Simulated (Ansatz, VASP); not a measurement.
Al in VASP and in Ansatz

File INCAR:

```
PREC = Accurate
ENCUT = 520
EDIFF = 1E-6
ISMEAR = -1
SIGMA = 0.03
LREAL = False
LASPH = True
NELM = 100
ALGO = Normal
ISIF = 2
LWAVE = False
LCHARG = False
NBANDS = 8
```

The input KPOINTS:

```
regular mesh
0
Gamma
  17 17 17
```

POSCAR

```
Al
1.0
    0.0000000000      2.0506143701      2.0506143701
    2.0506143701      0.0000000000      2.0506143701
    2.0506143701      2.0506143701      0.0000000000
Al
1
Direct
    0.0000000000      0.0000000000      0.0000000000
```

Input for Ansatz:

```yaml
crystal:
  lattice:
    - [0.0, 2.0506143701, 2.0506143701]
    - [2.0506143701, 0.0, 2.0506143701]
    - [2.0506143701, 2.0506143701, 0.0]
  atoms:
    - { symbol: Al, position: [0.0, 0.0, 0.0] }
kpoints:
  mp_grid: { grid: [17, 17, 17] }
  band_path:
    path:
      - [0.0, 0.0, 0.0]
      - [0.5, 0.0, 0.5]
      - [0.625, 0.25, 0.625]
      - [0.375, 0.375, 0.75]
      - [0.0, 0.0, 0.0]
      - [0.5, 0.5, 0.5]
      - [0.5, 0.25, 0.75]
      - [0.5, 0.0, 0.5]
    npoints: 5
scf:
  occupations: { method: fermi_dirac, width: 0.03 }
hamiltonian:
  xc: lda
  pseudopotentials: { kind: all_electron, lapw: { basis_error: 0.0005 } }
output:
  forces: true
  stress: true
  eigenvalues: true
```

Change from the starting cell: volume scaled by 1.04.

Alike in both runs: task single point; functional LDA; k mesh 17 × 17 × 17; occupations fermi-dirac, width 0.03 eV; no spin polarisation.

```csv
,VASP,Ansatz
version,VASP 6.6.1,Ansatz 0.2.0
potentials or method,"VASP PAW LDA potentials, release 64 (Al), cutoff 520 eV","all-electron LAPW, scalar-relativistic"
```

```csv
,VASP,Ansatz,Ansatz less VASP
pressure (GPa),-6.0,-6.0,-0.01
```

LDA's correlation is that of Perdew and Zunger in VASP and of Perdew and Wang (1992) in Ansatz. Ansatz ran all-electron here, and VASP with PAW potentials.
